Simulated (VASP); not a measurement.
Input of a VASP 6.6.1 run:

POSCAR

```
Ag
1.0
   -1.6184017850      1.6556540000      1.6184017850
    1.6929062150     -1.6556540000      1.6929062150
    1.6184017850      1.6556540000     -1.6184017850
Ag
1
Direct
    0.0000000000      0.0000000000      0.0000000000
```

Contents of INCAR.step1:

```
SYSTEM = Ag
PREC     = Accurate       ! precision mode
ENCUT    = 520            ! plane-wave cutoff, eV
ISMEAR   = 0              ! smearing method
SIGMA    = 0.15           ! smearing width, eV
LREAL    = .FALSE.        ! projectors in reciprocal space
LASPH    = .TRUE.         ! aspherical terms in the spheres
NELM     = 60             ! most SCF steps
NBANDS   = 12             ! bands
GGA      = PE             ! functional
ALGO     = Normal         ! electronic algorithm
EDIFF    = 1E-4           ! SCF threshold, eV
LWAVE    = .TRUE.         ! write WAVECAR
LCHARG   = .FALSE.        ! write CHGCAR
```

The input INCAR.step2:

```
SYSTEM = Ag
PREC     = Accurate       ! precision mode
ENCUT    = 520            ! plane-wave cutoff, eV
EDIFF    = 1E-7           ! SCF threshold, eV
ISMEAR   = 0              ! smearing method
SIGMA    = 0.15           ! smearing width, eV
LREAL    = .FALSE.        ! projectors in reciprocal space
LASPH    = .TRUE.         ! aspherical terms in the spheres
NELM     = 60             ! most SCF steps
ALGO     = Normal         ! electronic algorithm
ISIF     = 2              ! what is computed and relaxed
LWAVE    = .FALSE.        ! write WAVECAR
LCHARG   = .TRUE.         ! write CHGCAR
METAGGA  = R2SCAN         ! meta-GGA
LMIXTAU  = .TRUE.       
LELF     = .TRUE.         ! ELF
LVHAR    = .TRUE.       
NBANDS   = 12             ! bands
ISTART   = 1
```

Contents of KPOINTS:

```
regular mesh
0
G
  20 20 20
  0 0 0
```

Potentials or basis: VASP PAW PBE potentials, release 64 (Ag).

Launch:

```console
$ cat potpaw_PBE.64/Ag/POTCAR > POTCAR
$ cp INCAR.step1 INCAR
$ mpirun -np 1 vasp_std > vasp.out
$ cp INCAR.step2 INCAR
$ mpirun -np 1 vasp_std > vasp.out
```

**Question.** What does it give for the pressure?

**Answer.** -3.3 GPa.

**Question.** What does it give for the band gap on the k mesh?

**Answer.** Zero (an odd number of electrons rules out a gap without spin polarisation).

Stress tensor (GPa, compression positive):
```
-3.35  0.00 -1.76
 0.00 -3.28  0.00
-1.76  0.00 -3.35
```

Caveat: the cell differs from its parent crystal (strain +0.0450 x Voigt [0, 0, 0, 0, 1, 0]); the cell stands under tension; the PAW data sets were made with another functional, which shifts forces and pressure a little.
